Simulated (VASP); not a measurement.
# Al3N (Aem2) in VASP: further runs

The runs below take Al3N through single point, relaxation of cell and atoms, with PBE.

Program: VASP 6.6.1. These are calculated values, not measurements. Logs are shortened: lines on timing, memory, paths and dates and some standing lists are left out, and cuts for length are marked.

## Step 1: The cell of the first run

Symmetry: Aem2, No. 39, orthorhombic system. The conventional cell has a = 5.009 Å, b = 9.006 Å, c = 5.237 Å, α = 90.00°, β = 90.00°, γ = 90.00°. Within 2.5 Å of Al (site symmetry 1) lie 1 N at 1.87 Å. Within 2.5 Å of Al (site symmetry m) lie 2 N at 1.91 to 1.92 Å. N (site symmetry m) has 4 Al at 1.87 to 1.92 Å within 2.5 Å.

## Step 2: Single point, PBE

File INCAR:

```
SYSTEM = Al3N
PREC = Accurate
ENCUT = 520
EDIFF = 1E-7
ISMEAR = 0
SIGMA = 0.1
LREAL = .FALSE.
LASPH = .TRUE.
NELM = 80
ALGO = Normal
ISIF = 2
LWAVE = .FALSE.
LCHARG = .FALSE.
GGA = PE
NBANDS = 24
```

File KPOINTS:

```
Automatic mesh
0
G
  4 4 4
  0 0 0
```

File POSCAR:

```
Al3N
1.0
    5.0090810950      0.0000000000      0.0000000000
    0.0000000000      4.5030968778      2.6186201494
    0.0000000000     -4.5030968778      2.6186201494
Al N
6 2
Direct
    0.7684642013      0.1294771131      0.9936543214
    0.7684642013      0.4936543214      0.6294771131
    0.2315357987      0.6294771131      0.4936543214
    0.2315357987      0.9936543214      0.1294771131
    0.2839579769      0.2864879718      0.7864879718
   -0.2839579769      0.7864879718      0.2864879718
    0.6348983205      0.4290328773     -0.0709671227
    0.3651016795     -0.0709671227      0.4290328773
```

Potentials or basis: VASP PAW PBE potentials, release 64 (Al, N).

The run is started by

```bash
$ cat potpaw_PBE.64/Al/POTCAR potpaw_PBE.64/N/POTCAR > POTCAR
$ mpirun -np 1 vasp_std > vasp.out
```

OUTCAR:

```text
SYSTEM = Al3N
   PREC = Accurate
   ENCUT = 520
   EDIFF = 1E-7
   ISMEAR = 0
   LREAL = .FALSE.
   LASPH = .TRUE.
   NELM = 80
   ISIF = 2
   GGA = PE

 ion  position               nearest neighbor table
   1  0.768  0.129  0.994-   7 1.87   4 2.62   6 2.88   2 2.89   2 2.89   5 2.93   4 2.95   6 2.99
                             5 3.06   6 3.21   2 3.28
   2  0.768  0.494  0.629-   7 1.87   3 2.62   6 2.88   1 2.89   1 2.89   5 2.93   3 2.95   6 2.99
                             5 3.06   6 3.21   1 3.28
   3  0.232  0.629  0.494-   8 1.87   2 2.62   5 2.88   4 2.89   4 2.89   6 2.93   2 2.95   5 2.99
                             6 3.06   5 3.21   4 3.28
   4  0.232  0.994  0.129-   8 1.87   1 2.62   5 2.88   3 2.89   3 2.89   6 2.93   1 2.95   5 2.99
                             6 3.06   5 3.21   3 3.28
   5  0.284  0.286  0.786-   7 1.91   8 1.92   3 2.88   4 2.88   1 2.93   2 2.93   4 2.99   3 2.99
                             1 3.06   2 3.06   4 3.21   3 3.21
   6  0.716  0.786  0.286-   8 1.91   7 1.92   1 2.88   2 2.88   3 2.93   4 2.93   2 2.99   1 2.99
                             3 3.06   4 3.06   2 3.21   1 3.21
   7  0.635  0.429  0.929-   1 1.87   2 1.87   5 1.91   6 1.92
   8  0.365  0.929  0.429-   3 1.87   4 1.87   6 1.91   5 1.92

  LATTYP: Found a base centered orthorhombic cell.
 ALAT       =     5.2372402988
 B/A-ratio  =     1.7196449355
 C/A-ratio  =     0.9564352234

  Lattice vectors:

 A1 = (   0.0000000000,   4.5030968778,   2.6186201494)
 A2 = (   0.0000000000,  -4.5030968778,   2.6186201494)
 A3 = (   5.0090810950,   0.0000000000,   0.0000000000)

Analysis of symmetry for initial positions (statically):
=====================================================================
 Subroutine PRICEL returns:
 Original cell was already a primitive cell.

 Routine SETGRP: Setting up the symmetry group for a
 base centered orthorhombic supercell.

 Subroutine GETGRP returns: Found  4 space group operations
 (whereof  2 operations were pure point group operations)
 out of a pool of  8 trial point group operations.

The static configuration has the point symmetry C_2 .
 The point group associated with its full space group is C_2v.

Analysis of symmetry for dynamics (positions and initial velocities):
=====================================================================
 Subroutine PRICEL returns:
 Original cell was already a primitive cell.

 Routine SETGRP: Setting up the symmetry group for a
 base centered orthorhombic supercell.

 Subroutine GETGRP returns: Found  4 space group operations
 (whereof  2 operations were pure point group operations)
 out of a pool of  8 trial point group operations.

The dynamic configuration has the point symmetry C_2 .
 The point group associated with its full space group is C_2v.

 Subroutine INISYM returns: Found  4 space group operations
 (whereof  2 operations are pure point group operations),
 and found     1 'primitive' translations

----------------------------------------------------------------------------------------

                                     Primitive cell

  volume of cell :     118.1332

  direct lattice vectors                    reciprocal lattice vectors
     5.009081095  0.000000000  0.000000000     0.199637415  0.000000000  0.000000000
     0.000000000  4.503096878  2.618620149     0.000000000  0.111034698  0.190940255
     0.000000000 -4.503096878  2.618620149     0.000000000 -0.111034698  0.190940255

  length of vectors
     5.009081095  5.209131691  5.209131691     0.199637415  0.220877534  0.220877534

  position of ions in fractional coordinates (direct lattice)
     0.768464201  0.129477113  0.993654321
     0.768464201  0.493654321  0.629477113
     0.231535799  0.629477113  0.493654321
     0.231535799  0.993654321  0.129477113
     0.283957977  0.286487972  0.786487972
     0.716042023  0.786487972  0.286487972
     0.634898320  0.429032877  0.929032877
     0.365101680  0.929032877  0.429032877

  ion indices of the primitive-cell ions
   primitive index   ion index
                 1           1
                 2           2
                 3           3
                 4           4
                 5           5
                 6           6
                 7           7
                 8           8

----------------------------------------------------------------------------------------

 KPOINTS: Automatic mesh

Automatic generation of k-mesh.
 Grid dimensions read from file:
 generate k-points for:    4    4    4

 Generating k-lattice:

  Cartesian coordinates                     Fractional coordinates (reciprocal lattice)
     0.049909354  0.000000000  0.000000000     0.250000000  0.000000000  0.000000000
     0.000000000  0.027758674  0.047735064     0.000000000  0.250000000  0.000000000
     0.000000000 -0.027758674  0.047735064     0.000000000  0.000000000  0.250000000

  Length of vectors
     0.049909354  0.055219384  0.055219384

  Shift w.r.t. Gamma in fractional coordinates (k-lattice)
     0.000000000  0.000000000  0.000000000

 Subroutine IBZKPT returns following result:
 ===========================================

 Found     21 irreducible k-points:

 Following reciprocal coordinates:
            Coordinates               Weight
  0.000000  0.000000  0.000000      1.000000
  0.250000  0.000000  0.000000      2.000000
  0.500000  0.000000  0.000000      1.000000
  0.000000  0.250000 -0.000000      4.000000
  0.250000  0.250000 -0.000000      8.000000
  0.500000  0.250000 -0.000000      4.000000
[... 13 lines left out ...]
  0.250000  0.500000  0.500000      2.000000
  0.500000  0.500000  0.500000      1.000000
   k-points           NKPTS =     21   k-points in BZ     NKDIM =     21   number of bands    NBANDS=     24
   number of dos      NEDOS =    301   number of ions     NIONS =      8
   total plane-waves  NPLWV =  64000
   dimension x,y,z NGX =    40 NGY =   40 NGZ =   40
   dimension x,y,z NGXF=    80 NGYF=   80 NGZF=   80
   ions per type =               6   2
   NGX,Y,Z   is equivalent  to a cutoff of  13.28, 12.77, 12.77 a.u.
   NGXF,Y,Z  is equivalent  to a cutoff of  26.55, 25.53, 25.53 a.u.
 SYSTEM =  Al3N
   PREC   = accura    normal or accurate (medium, high low for compatibility)
   ISTART =      0    job   : 0-new  1-cont  2-samecut
   ICHARG =      2    charge: 1-file 2-atom 10-const
   ISPIN  =      1    spin polarized calculation?
   LNONCOLLINEAR =      F non collinear calculations
   LSORBIT =      F    spin-orbit coupling
   LASPH  =      T    aspherical Exc in radial PAW
   ENCUT  =  520.0 eV  38.22 Ry    6.18 a.u.   9.31  9.69  9.69*2*pi/ulx,y,z
   NELM   =     80;   NELMIN=  2; NELMDL= -5     # of ELM steps
   EDIFF  = 0.1E-06   stopping-criterion for ELM
   LREAL  =      F    real-space projection
   EDIFFG = 0.1E-05   stopping-criterion for IOM
   NSW    =      0    number of steps for IOM
   IBRION =     -1    ionic relax: 0-MD 1-quasi-New 2-CG
   NFREE  =      0    steps in history (QN), initial steepest desc. (CG)
   ISIF   =      2    stress and relaxation
   ISYM   =      2    0-nonsym 1-usesym 2-fastsym
   POTIM  = 0.5000    time-step for ionic-motion
   TEBEG  =    0.0;   TEEND  =   0.0 temperature during run
   PSTRESS=    0.0 pullay stress
   NELECT =      28.0000    total number of electrons
   NUPDOWN=      -1.0000    fix difference up-down
   EMIN   =  10.00;   EMAX   =-10.00  energy-range for DOS
   EFERMI =   0.00;   METHOD = LEGACY
   ISMEAR =     0;   SIGMA  =   0.10  broadening in eV -4-tet -1-fermi 0-gaus
   EFERMI_NEDOS =   21; number of points for ismear=-14 and -15
   IALGO  =     38    algorithm
   IMIX   =      4    mixing-type and parameters
     AMIX     =   0.40;   BMIX     =  1.00
     AMIX_MAG =   1.60;   BMIX_MAG =  1.00
  volume/ion in A,a.u.               =      14.77        99.65
  Fermi-wavevector in a.u.,A,eV,Ry     =   1.013142  1.914560 13.965785  1.026456
  Thomas-Fermi vector in A             =   2.146293
   LORBIT       =      0    0 simple, 1 ext, 2 COOP (PROOUT), +10 PAW based schemes
   GGA     = PE    functional components
   LHFCALC =     F    Hartree Fock is set to
   AEXX    =    0.0000 exact exchange contribution
   IVDW    =     0    specifies the selected vdW correction
   LEPSILON=     F    determine dielectric tensor
   LRPA    =     F    only Hartree local field effects (RPA)
 non-spin polarized calculation
 Gauss-broadening in eV      SIGMA  =   0.10
  energy-cutoff  :      520.00
  volume of cell :      118.13
 maximum number of plane-waves:      3195
 NGX is ok and might be reduce to    40
   NGX = 19   NGY = 19   NGZ = 19

 number of electron      28.0000000 magnetization

 Free energy of the ion-electron system (eV)
  ---------------------------------------------------
  ext. energy  EPLUGINS =         0.00000000
  ---------------------------------------------------
  free energy    TOTEN  =       -41.15002334 eV

  energy without entropy =      -41.13854661  energy(sigma->0) =      -41.14428498

 E-fermi :   7.3486     XC(G=0): -10.1341

 val. band max:        7.3360451326   @ k =   0.2500  -0.2500   0.2500
 cond. band min:       7.3761588443   @ k =   0.0000   0.2500   0.2500
 fundamental gap:      0.0401137117
 Fermi energy:         7.3485561930

 k-point     1 :       0.0000    0.0000    0.0000
  band No.  band energies     occupation
      1      -9.0935      2.00000
      2      -7.9086      2.00000
      3      -0.8794      2.00000
      4       0.2240      2.00000
      5       0.7653      2.00000
      6       1.3897      2.00000
[... 16 lines left out ...]
     23      12.8352      0.00000
     24      13.9276      0.00000

 k-point     2 :       0.2500    0.0000    0.0000
  band No.  band energies     occupation
      1      -9.0345      2.00000
      2      -7.9456      2.00000
      3      -1.1872      2.00000
      4       0.4336      2.00000
      5       0.8705      2.00000
      6       1.1083      2.00000
[... 16 lines left out ...]
     23      13.1026      0.00000
     24      13.9647      0.00000

 k-point     3 :       0.5000    0.0000    0.0000
  band No.  band energies     occupation
      1      -8.9692      2.00000
      2      -7.9891      2.00000
      3      -1.4446      2.00000
      4       0.6724      2.00000
      5       0.9715      2.00000
      6       0.9923      2.00000
[... 16 lines left out ...]
     23      13.4041      0.00000
     24      13.8915      0.00000

 k-point     4 :       0.0000    0.2500   -0.0000
  band No.  band energies     occupation
      1      -8.9250      2.00000
      2      -8.0855      2.00000
      3      -0.8907      2.00000
      4       0.0185      2.00000
      5       0.7249      2.00000
      6       1.0003      2.00000
[... 16 lines left out ...]
     23      12.8601      0.00000
     24      13.7078      0.00000

 k-point     5 :       0.2500    0.2500   -0.0000
  band No.  band energies     occupation
      1      -8.8754      2.00000
      2      -8.1015      2.00000
      3      -1.1261      2.00000
      4       0.0222      2.00000
      5       0.8403      2.00000
      6       1.0919      2.00000
[... 370 lines left out ...]
 k-point    19 :       0.0000    0.5000    0.5000
  band No.  band energies     occupation
      1      -8.9542      2.00000
      2      -7.9290      2.00000
      3      -2.0984      2.00000
      4      -0.1823      2.00000
      5       1.4672      2.00000
      6       1.7767      2.00000
[... 16 lines left out ...]
     23      13.0632      0.00000
     24      13.4849      0.00000

 k-point    20 :       0.2500    0.5000    0.5000
  band No.  band energies     occupation
      1      -8.9110      2.00000
      2      -7.9495      2.00000
      3      -1.7722      2.00000
      4      -0.1419      2.00000
      5       0.7244      2.00000
      6       0.7549      2.00000
[... 16 lines left out ...]
     23      12.9218      0.00000
     24      13.2905      0.00000

 k-point    21 :       0.5000    0.5000    0.5000
  band No.  band energies     occupation
      1      -8.8647      2.00000
      2      -7.9732      2.00000
      3      -1.0264      2.00000
      4      -0.5099      2.00000
      5      -0.2316      2.00000
      6       0.6655      2.00000
[... 16 lines left out ...]
     23      12.1542      0.00000
     24      12.6188      0.00000

------------------------ aborting loop because EDIFF is reached ----------------------------------------

  FORCE on cell =-STRESS in cart. coord.  units (eV):
  Direction    XX          YY          ZZ          XY          YZ          ZX
  --------------------------------------------------------------------------------------
  -------------------------------------------------------------------------------------
  Total        0.1113740     -0.1186292     -0.2332687      0.0000000      0.0000000      0.0000000
  in kB        1.5105059     -1.6089051     -3.1636990      0.0000000      0.0000000      0.0000000
  external PRESSURE =      -1.0873661 kB  Pullay stress =       0.0000000 kB

 VOLUME and BASIS-vectors are now :
 -----------------------------------------------------------------------------
  energy-cutoff  :      520.00
  volume of cell :      118.13
      direct lattice vectors                 reciprocal lattice vectors
     5.009081095  0.000000000  0.000000000     0.199637415  0.000000000  0.000000000
     0.000000000  4.503096878  2.618620149     0.000000000  0.111034698  0.190940255
     0.000000000 -4.503096878  2.618620149     0.000000000 -0.111034698  0.190940255

 POSITION                                       TOTAL-FORCE (eV/Angst)
 -----------------------------------------------------------------------------------
      3.84930     -3.89147      2.94105        -0.023792     -0.012658      0.013888
      3.84930     -0.61162      2.94105        -0.023792      0.012658      0.013888
      1.15978      0.61162      2.94105         0.023792     -0.012658      0.013888
      1.15978      3.89147      2.94105         0.023792      0.012658      0.013888
      1.42237     -2.25155      2.80972         0.007255      0.000000     -0.015638
      3.58671      2.25155      2.80972        -0.007255      0.000000     -0.015638
      3.18026     -2.25155      3.55626         0.035750      0.000000     -0.012137
      1.82882      2.25155      3.55626        -0.035750      0.000000     -0.012137
 -----------------------------------------------------------------------------------
    total drift:                                0.000000      0.000000      0.000094

  FREE ENERGIE OF THE ION-ELECTRON SYSTEM (eV)
  ---------------------------------------------------
  free  energy   TOTEN  =       -41.1500233397 eV

  energy  without entropy=      -41.1385466132  energy(sigma->0) =      -41.14428498
```

Wall time 49 s (1 thread of AMD EPYC 9R14 (Zen 4), shared host); peak memory 0.21 GiB.

What came out:

```
Free energy            : -41.1500 eV
Pressure               : -0.1 GPa
Largest force          : 0.038 eV/Å
Band gap on the k mesh : zero (band 14 reaches 8.33 eV, above the bottom of band 15 at 7.14 eV)
```

Forces on the atoms (eV/Å):
```
Al  -0.024 -0.013  0.014
Al  -0.024  0.013  0.014
Al   0.024 -0.013  0.014
Al   0.024  0.013  0.014
Al   0.007  0.000 -0.016
Al  -0.007  0.000 -0.016
N    0.036  0.000 -0.012
N   -0.036  0.000 -0.012
```

[end of part 1 of 2]
